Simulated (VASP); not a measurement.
# CoPtO2 (R-3m) in VASP: further runs

The runs below take CoPtO2 through single point, with PBE.

Everything below comes from runs of VASP 6.6.1. Logs are shortened: lines on timing, memory, paths and dates and some standing lists are left out, and cuts for length are marked.

## (1) The cell of the first run

Symmetry: R-3m, No. 166, trigonal system. Conventional cell: a = 2.855 Å, b = 2.855 Å, c = 17.347 Å, α = 90.00°, β = 90.00°, γ = 120.00°. Within 2.5 Å of Co (site symmetry -3m) lie 6 O at 1.90 Å. Within 2.6 Å of Pt (site symmetry -3m) lie 2 O at 1.95 Å. Within 2.6 Å of O (site symmetry 3m) lie 3 Co at 1.90 Å and 1 Pt at 1.95 Å and 3 O at 2.50 Å.

## (2) Single point, PBE (strain +0.000 along x and y, -0.030 along z)

Input file INCAR:

```
SYSTEM = CoPtO2
PREC = Accurate
ENCUT = 520
EDIFF = 1E-6
ISMEAR = 0
SIGMA = 0.15
LREAL = .False.
LASPH = .True.
NELM = 100
ALGO = Normal
ISIF = 2
LWAVE = .False.
LCHARG = .False.
GGA = PE
NBANDS = 24
```

Input file KPOINTS:

```
regular mesh
0
Gamma
  18 18 18
  0 0 0
```

Input file POSCAR:

```
CoPtO2
1.0
    1.4273949786      0.8241068751      5.7822521208
   -1.4273949786      0.8241068751      5.7822521208
    0.0000000000     -1.6482137503      5.7822521208
Co Pt O
1 1 2
Direct
    0.5000000000      0.5000000000      0.5000000000
    0.0000000000      0.0000000000      0.0000000000
    0.8876528272      0.8876528272      0.8876528272
    0.1123471728      0.1123471728      0.1123471728
```

Potentials or basis: VASP PAW PBE potentials, release 64 (Co, Pt, O).

Started as:

```
> cat potpaw_PBE.64/Co/POTCAR potpaw_PBE.64/Pt/POTCAR potpaw_PBE.64/O/POTCAR > POTCAR
> mpirun -np 1 vasp_std > vasp.out
```

OUTCAR:

```text
SYSTEM = CoPtO2
   PREC = Accurate
   ENCUT = 520
   EDIFF = 1E-6
   ISMEAR = 0
   LREAL = .False.
   LASPH = .True.
   NELM = 100
   ISIF = 2
   GGA = PE

 ion  position               nearest neighbor table
   1  0.500  0.500  0.500-   4 1.90   3 1.90   4 1.90   4 1.90   3 1.90   3 1.90
   2  0.000  0.000  0.000-   3 1.95   4 1.95
   3  0.888  0.888  0.888-   1 1.90   1 1.90   1 1.90   2 1.95
   4  0.112  0.112  0.112-   1 1.90   1 1.90   1 1.90   2 1.95

  LATTYP: Found a trigonal (rhomboedric) cell.
 ALAT       =     6.0125741704
 COS(alpha) =     0.8872809211

  Lattice vectors:

 A1 = (   1.4273949786,   0.8241068751,   5.7822521208)
 A2 = (  -1.4273949786,   0.8241068751,   5.7822521208)
 A3 = (   0.0000000000,  -1.6482137503,   5.7822521208)

Analysis of symmetry for initial positions (statically):
=====================================================================
 Subroutine PRICEL returns:
 Original cell was already a primitive cell.

 Routine SETGRP: Setting up the symmetry group for a
 trigonal (rhombohedral) supercell.

 Subroutine GETGRP returns: Found 12 space group operations
 (whereof 12 operations were pure point group operations)
 out of a pool of 12 trial point group operations.

The static configuration has the point symmetry D_3d.

Analysis of symmetry for dynamics (positions and initial velocities):
=====================================================================
 Subroutine PRICEL returns:
 Original cell was already a primitive cell.

 Routine SETGRP: Setting up the symmetry group for a
 trigonal (rhombohedral) supercell.

 Subroutine GETGRP returns: Found 12 space group operations
 (whereof 12 operations were pure point group operations)
 out of a pool of 12 trial point group operations.

The dynamic configuration has the point symmetry D_3d.

 Subroutine INISYM returns: Found 12 space group operations
 (whereof 12 operations are pure point group operations),
 and found     1 'primitive' translations

----------------------------------------------------------------------------------------

                                     Primitive cell

  volume of cell :      40.8109

  direct lattice vectors                    reciprocal lattice vectors
     1.427394979  0.824106875  5.782252121     0.350288468  0.202239141  0.057647665
    -1.427394979  0.824106875  5.782252121    -0.350288468  0.202239141  0.057647665
     0.000000000 -1.648213750  5.782252121     0.000000000 -0.404478282  0.057647665

  length of vectors
     6.012574170  6.012574170  6.012574170     0.408565704  0.408565704  0.408565704

  position of ions in fractional coordinates (direct lattice)
     0.500000000  0.500000000  0.500000000
     0.000000000  0.000000000  0.000000000
     0.887652827  0.887652827  0.887652827
     0.112347173  0.112347173  0.112347173

  ion indices of the primitive-cell ions
   primitive index   ion index
                 1           1
                 2           2
                 3           3
                 4           4

----------------------------------------------------------------------------------------

 KPOINTS: regular mesh

Automatic generation of k-mesh.
 Grid dimensions read from file:
 generate k-points for:   18   18   18

 Generating k-lattice:

  Cartesian coordinates                     Fractional coordinates (reciprocal lattice)
     0.019460470  0.011235508  0.003202648     0.055555556  0.000000000  0.000000000
    -0.019460470  0.011235508  0.003202648     0.000000000  0.055555556  0.000000000
     0.000000000 -0.022471016  0.003202648     0.000000000  0.000000000  0.055555556

  Length of vectors
     0.022698095  0.022698095  0.022698095

  Shift w.r.t. Gamma in fractional coordinates (k-lattice)
     0.000000000  0.000000000  0.000000000

 Subroutine IBZKPT returns following result:
 ===========================================

 Found    580 irreducible k-points:

 Following reciprocal coordinates:
            Coordinates               Weight
  0.000000  0.000000  0.000000      1.000000
  0.055556  0.000000  0.000000      6.000000
  0.111111  0.000000  0.000000      6.000000
  0.166667  0.000000  0.000000      6.000000
  0.222222  0.000000  0.000000      6.000000
  0.277778  0.000000  0.000000      6.000000
[... 16 lines left out ...]
 -0.277778  0.055556 -0.000000     12.000000
 -0.222222  0.055556 -0.000000     12.000000
 [... further k-points ...]
   k-points           NKPTS =    580   k-points in BZ     NKDIM =    580   number of bands    NBANDS=     24
   number of dos      NEDOS =    301   number of ions     NIONS =      4
   total plane-waves  NPLWV = 110592
   dimension x,y,z NGX =    48 NGY =   48 NGZ =   48
   dimension x,y,z NGXF=    96 NGYF=   96 NGZF=   96
   ions per type =               1   1   2
   NGX,Y,Z   is equivalent  to a cutoff of  13.27, 13.27, 13.27 a.u.
   NGXF,Y,Z  is equivalent  to a cutoff of  26.54, 26.54, 26.54 a.u.
 SYSTEM =  CoPtO2
   PREC   = accura    normal or accurate (medium, high low for compatibility)
   ISTART =      0    job   : 0-new  1-cont  2-samecut
   ICHARG =      2    charge: 1-file 2-atom 10-const
   ISPIN  =      1    spin polarized calculation?
   LNONCOLLINEAR =      F non collinear calculations
   LSORBIT =      F    spin-orbit coupling
   LASPH  =      T    aspherical Exc in radial PAW
   ENCUT  =  520.0 eV  38.22 Ry    6.18 a.u.  11.18 11.18 11.18*2*pi/ulx,y,z
   NELM   =    100;   NELMIN=  2; NELMDL= -5     # of ELM steps
   EDIFF  = 0.1E-05   stopping-criterion for ELM
   LREAL  =      F    real-space projection
   EDIFFG = 0.1E-04   stopping-criterion for IOM
   NSW    =      0    number of steps for IOM
   IBRION =     -1    ionic relax: 0-MD 1-quasi-New 2-CG
   NFREE  =      0    steps in history (QN), initial steepest desc. (CG)
   ISIF   =      2    stress and relaxation
   ISYM   =      2    0-nonsym 1-usesym 2-fastsym
   POTIM  = 0.5000    time-step for ionic-motion
   TEBEG  =    0.0;   TEEND  =   0.0 temperature during run
   PSTRESS=    0.0 pullay stress
   NELECT =      31.0000    total number of electrons
   NUPDOWN=      -1.0000    fix difference up-down
   EMIN   =  10.00;   EMAX   =-10.00  energy-range for DOS
   EFERMI =   0.00;   METHOD = LEGACY
   ISMEAR =     0;   SIGMA  =   0.15  broadening in eV -4-tet -1-fermi 0-gaus
   EFERMI_NEDOS =   21; number of points for ismear=-14 and -15
   IALGO  =     38    algorithm
   IMIX   =      4    mixing-type and parameters
     AMIX     =   0.40;   BMIX     =  1.00
     AMIX_MAG =   1.60;   BMIX_MAG =  1.00
  volume/ion in A,a.u.               =      10.20        68.85
  Fermi-wavevector in a.u.,A,eV,Ry     =   1.493723  2.822727 30.357434  2.231208
  Thomas-Fermi vector in A             =   2.606087
   LORBIT       =      0    0 simple, 1 ext, 2 COOP (PROOUT), +10 PAW based schemes
   GGA     = PE    functional components
   LHFCALC =     F    Hartree Fock is set to
   AEXX    =    0.0000 exact exchange contribution
   IVDW    =     0    specifies the selected vdW correction
   LEPSILON=     F    determine dielectric tensor
   LRPA    =     F    only Hartree local field effects (RPA)
 non-spin polarized calculation
 Gauss-broadening in eV      SIGMA  =   0.15
  energy-cutoff  :      520.00
  volume of cell :       40.81
 maximum number of plane-waves:      1117
 NGX is ok and might be reduce to    48
   NGX = 23   NGY = 23   NGZ = 23

 number of electron      31.0000004 magnetization

 Free energy of the ion-electron system (eV)
  ---------------------------------------------------
  ext. energy  EPLUGINS =         0.00000000
  ---------------------------------------------------
  free energy    TOTEN  =       -26.36739916 eV

  energy without entropy =      -26.36138526  energy(sigma->0) =      -26.36439221

 E-fermi :   8.7454     XC(G=0): -12.7113

 val. band max:        8.7339133646   @ k =   0.5000   0.0000   0.0000
 cond. band min:       9.0417815676   @ k =   0.4444   0.3889   0.0000
 fundamental gap:      0.3078682030
 Fermi energy:         8.7453971996

 k-point     1 :       0.0000    0.0000    0.0000
  band No.  band energies     occupation
      1     -12.9022      2.00000
      2     -10.8629      2.00000
      3      -0.9659      2.00000
      4       1.8386      2.00000
      5       2.1136      2.00000
      6       2.1136      2.00000
[... 16 lines left out ...]
     23      24.2950      0.00000
     24      25.7714      0.00000

 k-point     2 :       0.0556    0.0000    0.0000
  band No.  band energies     occupation
      1     -12.8673      2.00000
      2     -10.8619      2.00000
      3      -0.9233      2.00000
      4       1.9232      2.00000
      5       2.0134      2.00000
      6       2.1309      2.00000
[... 16 lines left out ...]
     23      24.3679      0.00000
     24      25.3716      0.00000

 k-point     3 :       0.1111    0.0000    0.0000
  band No.  band energies     occupation
      1     -12.7653      2.00000
      2     -10.8592      2.00000
      3      -0.8010      2.00000
      4       1.7702      2.00000
      5       2.1623      2.00000
      6       2.1811      2.00000
[... 16 lines left out ...]
     23      24.4004      0.00000
     24      24.5334      0.00000

 k-point     4 :       0.1667    0.0000    0.0000
  band No.  band energies     occupation
      1     -12.6038      2.00000
      2     -10.8570      2.00000
      3      -0.6145      2.00000
      4       1.4842      2.00000
      5       2.2597      2.00000
      6       2.4765      2.00000
[... 16 lines left out ...]
     23      23.5356      0.00000
     24      24.0547      0.00000

 k-point     5 :       0.2222    0.0000    0.0000
  band No.  band energies     occupation
      1     -12.3949      2.00000
      2     -10.8586      2.00000
      3      -0.3870      2.00000
      4       1.2167      2.00000
      5       2.3598      2.00000
      6       2.6302      2.00000
[... 16 lines left out ...]
     23      22.7624      0.00000
     24      23.2354      0.00000

 k-point     6 :       0.2778    0.0000    0.0000
  band No.  band energies     occupation
      1     -12.1563      2.00000
      2     -10.8684      2.00000
      3      -0.1498      2.00000
      4       0.9936      2.00000
      5       2.3829      2.00000
      6       2.4741      2.00000
[... 16 lines left out ...]
     23      22.1772      0.00000
     24      23.7699      0.00000
[... 379 lines left out ...]
 k-point    21 :      -0.3889    0.0556   -0.0000
  band No.  band energies     occupation
      1     -11.5873      2.00000
      2     -10.9347      2.00000
      3       0.2392      2.00000
      4       0.5654      2.00000
      5       1.8425      2.00000
      6       2.7082      2.00000
[... 16 lines left out ...]
     23      21.8911      0.00000
     24      22.9708      0.00000

 k-point    22 :      -0.3333    0.0556   -0.0000
  band No.  band energies     occupation
      1     -11.7925      2.00000
      2     -10.8880      2.00000
      3       0.1193      2.00000
      4       0.7220      2.00000
      5       1.9341      2.00000
      6       2.6046      2.00000
[... 16 lines left out ...]
     23      21.7857      0.00000
     24      23.3409      0.00000

 k-point    23 :      -0.2778    0.0556   -0.0000
  band No.  band energies     occupation
      1     -12.0286      2.00000
      2     -10.8593      2.00000
      3      -0.0628      2.00000
      4       0.8953      2.00000
      5       2.1884      2.00000
      6       2.5174      2.00000
[... 16 lines left out ...]
     23      21.9142      0.00000
     24      23.9226      0.00000

 k-point    24 :      -0.2222    0.0556   -0.0000
  band No.  band energies     occupation
      1     -12.2686      2.00000
      2     -10.8465      2.00000
      3      -0.2846      2.00000
      4       1.0925      2.00000
      5       2.3464      2.00000
      6       2.5903      2.00000
[... 16 lines left out ...]
     23      22.3504      0.00000
     24      23.4820      0.00000

 [... further k-points ...]
[... 5 lines left out ...]
  --------------------------------------------------------------------------------------
  -------------------------------------------------------------------------------------
  Total        1.0450788      1.0450788      5.9379329      0.0000000     -0.0000000      0.0000000
  in kB       41.0283097     41.0283097    233.1148226      0.0000000     -0.0000000      0.0000000
  external PRESSURE =     105.0571473 kB  Pullay stress =       0.0000000 kB

 VOLUME and BASIS-vectors are now :
 -----------------------------------------------------------------------------
  energy-cutoff  :      520.00
  volume of cell :       40.81
      direct lattice vectors                 reciprocal lattice vectors
     1.427394979  0.824106875  5.782252121     0.350288468  0.202239141  0.057647665
    -1.427394979  0.824106875  5.782252121    -0.350288468  0.202239141  0.057647665
     0.000000000 -1.648213750  5.782252121     0.000000000 -0.404478282  0.057647665

 POSITION                                       TOTAL-FORCE (eV/Angst)
 -----------------------------------------------------------------------------------
      0.00000     -0.00000      8.67338         0.000000      0.000000     -0.000000
      0.00000      0.00000      0.00000         0.000000      0.000000     -0.000000
      0.00000     -0.00000     15.39790         0.000000      0.000000     -0.493330
      0.00000     -0.00000      1.94886         0.000000     -0.000000      0.493330
 -----------------------------------------------------------------------------------
    total drift:                               -0.000000     -0.000000      0.000000

  FREE ENERGIE OF THE ION-ELECTRON SYSTEM (eV)
  ---------------------------------------------------
  free  energy   TOTEN  =       -26.3673991568 eV

  energy  without entropy=      -26.3613852623  energy(sigma->0) =      -26.36439221
```

It took 33 min on 1 thread of AMD EPYC 9R45 (Zen 5), shared host; peak memory 0.76 GiB.

Results:

| Item | Value |
| --- | --- |
| Free energy | -26.3674 eV |
| Pressure | 10.5 GPa |
| Largest force | 0.493 eV/Å |
| Band gap on the k mesh | zero (an odd number of electrons rules out a gap without spin polarisation) |

Forces on the atoms (eV/Å):
```
Co   0.000  0.000  0.000
Pt   0.000  0.000  0.000
O    0.000  0.000 -0.493
O    0.000  0.000  0.493
```

Stress tensor (GPa, compression positive):
```
 4.10  0.00  0.00
 0.00  4.10  0.00
 0.00  0.00 23.31
```

Caveat: the cell differs from its parent crystal (strain +0.000 along x and y, -0.030 along z); the stress differs along the axes, from 4 to 23 GPa; spin-orbit coupling is left out, which moves the levels of the heavy elements; an odd number of electrons without spin polarisation forces a metal; a magnetic or distorted state may lie lower; the run has no spin polarisation, though such a crystal can be magnetic; semilocal functionals often make such compounds metallic where correlation or magnetic order opens a gap, which also shifts bond lengths. Spin polarisation is off, so any magnetic state and its effect on volume and gap are missing.

## (3) Single point, PBE (strain -0.015 along x and y, +0.000 along z)

Input file INCAR:

```
SYSTEM = CoPtO2
PREC = Accurate
ENCUT = 520
EDIFF = 1E-7
ISMEAR = 0
SIGMA = 0.15
LREAL = .FALSE.
LASPH = .TRUE.
NELM = 60
ALGO = Normal
ISIF = 2
LWAVE = .FALSE.
LCHARG = .FALSE.
GGA = PE
NBANDS = 24
```

Input file KPOINTS:

```
regular mesh
0
G
  18 18 18
  0 0 0
```

Input file POSCAR:

```
CoPtO2
1.0
    1.4059840539      0.8117452720      5.9610846606
   -1.4059840539      0.8117452720      5.9610846606
    0.0000000000     -1.6234905440      5.9610846606
Co Pt O
1 1 2
Direct
    0.5000000000      0.5000000000      0.5000000000
    0.0000000000      0.0000000000      0.0000000000
    0.8876528272      0.8876528272      0.8876528272
    0.1123471728      0.1123471728      0.1123471728
```

Potentials or basis: VASP PAW PBE potentials, release 64 (Co, Pt, O).

Started as:

```
> cat potpaw_PBE.64/Co/POTCAR potpaw_PBE.64/Pt/POTCAR potpaw_PBE.64/O/POTCAR > POTCAR
> mpirun -np 1 vasp_std > vasp.out
```

It took 32 min on 1 thread of AMD EPYC 9R45 (Zen 5), shared host; peak memory 0.76 GiB.

Results (log left out):

```yaml
Free_energy: -26.4244 eV
Pressure: 7.2 GPa
Largest_force: 0.260 eV/Å
Band_gap_on_the_k_mesh: zero (an odd number of electrons rules out a gap without spin polarisation)
```

Forces in eV/Å, atoms in the order of the input:
```
Co   0.000  0.000  0.000
Pt   0.000  0.000  0.000
O    0.000  0.000  0.260
O    0.000  0.000 -0.260
```

Stress tensor (GPa, compression positive):
```
8.45 0.00 0.00
0.00 8.45 0.00
0.00 0.00 4.71
```

Levels at points of the mesh, in eV from the Fermi level:
| k point | band 13 | band 14 | band 15 | band 16 | band 17 | band 18 | band 19 | band 20 |
| --- | --- | --- | --- | --- | --- | --- | --- | --- |
| (0.00, 0.00, 0.00) | -1.99 | -1.63 | -1.63 | -1.62 | 1.83 | 1.83 | 2.66 | 5.54 |
| (0.50, 0.00, 0.00) | -1.30 | -1.05 | 0.08 | 1.03 | 1.26 | 1.30 | 2.47 | 7.12 |
| (0.50, 0.50, 0.00) | -1.30 | -1.08 | 0.08 | 0.13 | 1.72 | 2.22 | 2.48 | 7.76 |
| (0.50, 0.50, 0.50) | -1.93 | -0.94 | -0.78 | -0.78 | 1.42 | 1.42 | 3.82 | 4.52 |

Caveat: the cell differs from its parent crystal (strain -0.015 along x and y, +0.000 along z); the cell stands under pressure; spin-orbit coupling is left out, which moves the levels of the heavy elements; an odd number of electrons without spin polarisation forces a metal; a magnetic or distorted state may lie lower; the run has no spin polarisation, though such a crystal can be magnetic; semilocal functionals often make such compounds metallic where correlation or magnetic order opens a gap, which also shifts bond lengths. Spin polarisation is off, so any magnetic state and its effect on volume and gap are missing.

[end of part 1 of 2]

The gap in the log of VASP goes by the Fermi energy; the results here count the filled bands.